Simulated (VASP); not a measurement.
Write the native input for VASP 6.6.1 that does the following.

```yaml
Task: single point
Functional: PBEsol
Dispersion: D3(BJ)
Potentials_or_basis: VASP PAW PBE potentials, release 64 (W_sv, S)
Cutoff: 520 eV
k_mesh: 12 × 12 × 2
Occupations: gaussian, width 0.05 eV
Spin: no spin polarisation
Dipole_correction: no
Further_INCAR_settings: ALGO = Normal; EDIFF = 1e-06; NBANDS = 20
```

The structure of WS2 lies in POSCAR:

```
WS2
1.0
    3.1239380587      0.0000000000      0.0000000000
   -1.5619690294      2.7054097187      0.0000000000
    0.0000000000      0.0000000000     16.9375357456
W S
1 2
Direct
    0.3333333333      0.6666666667      0.0004036076
    0.6520697063      0.3333333333      0.9059939784
    0.6812636270      0.3333333333      0.0916916354
```

This cell differs from its parent crystal: atoms displaced along a vibrational mode.

The input as run:

INCAR

```
PREC = Accurate ; ENCUT = 520
EDIFF = 1E-6 ; ISMEAR = 0
SIGMA = 0.05 ; LREAL = False
LASPH = True ; NELM = 60
ALGO = Normal ; ISIF = 2
LWAVE = False ; LCHARG = False
GGA = PS ; IVDW = 12
NBANDS = 20
```

KPOINTS

```
regular mesh
0
Gamma
  12 12 2
```

Potentials or basis: VASP PAW PBE potentials, release 64 (W_sv, S).

The run is started by

```console
$ cat potpaw_PBE.64/W_sv/POTCAR potpaw_PBE.64/S/POTCAR > POTCAR
$ mpirun -np 1 vasp_std > vasp.out
```

Results of the run:

```json
{
  "Largest force": "0.911 eV/Å",
  "Band gap on the k mesh": "1.98 eV (least direct gap 2.04 eV)",
  "Dispersion energy per atom": "-0.253 eV"
}
```

Caveat: the cell differs from its parent crystal (atoms displaced along a vibrational mode); the PAW data sets were made with another functional, which shifts forces and pressure a little; spin-orbit coupling is left out, which moves the levels of the heavy elements.

It took 7.4 min on 1 thread of AMD EPYC 9R45 96-Core Processor (Zen 5), on a shared host, peak memory 0.5 GiB.
